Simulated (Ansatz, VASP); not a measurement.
Two plane-wave programs on WS2

```xyz
9
Lattice="3.1830 0.0000 0.0000 -1.5915 2.7565 0.0000 0.0000 0.0000 28.5322" Properties=species:S:1:pos:R:3 pbc="T T T"
W     1.5915    0.9188   18.8109
W     0.0000    1.8377   25.2662
W     0.0000    1.8377   12.3933
S     1.5915    0.9188   26.8256
S     1.5915    0.9188   13.9531
S     0.0000    1.8377   20.3706
S     1.5915    0.9188   23.7059
S     1.5915    0.9188   10.8340
S     0.0000    1.8377   17.2513
```

Alike in both runs: task relaxation of cell and atoms; functional PBEsol; k mesh 12 × 12 × 1; occupations gaussian, width 0.02 eV; no spin polarisation.

|  | VASP | Ansatz |
| --- | --- | --- |
| version | VASP 6.6.1 | Ansatz 0.2.0 |
| potentials or method | VASP PAW PBE potentials, release 64 (W_sv, S), cutoff 500 eV | scalar-relativistic, plane waves, PAW |
| valence electrons in the cell | 78 | 78 |

```tsv
	VASP	Ansatz	Ansatz less VASP
gap on the k mesh at the Fermi level, each at its own relaxed structure (eV)	1.32	1.33	+0.019
relaxed volume (Å³/atom)	26.69	27.01	+0.320
relaxed length of the cell vector where the two differ most in proportion (Å)	28.021	28.365	+0.3433
```

VASP's potentials were made for PBE, not for PBEsol.

Neither program's run includes spin-orbit coupling.
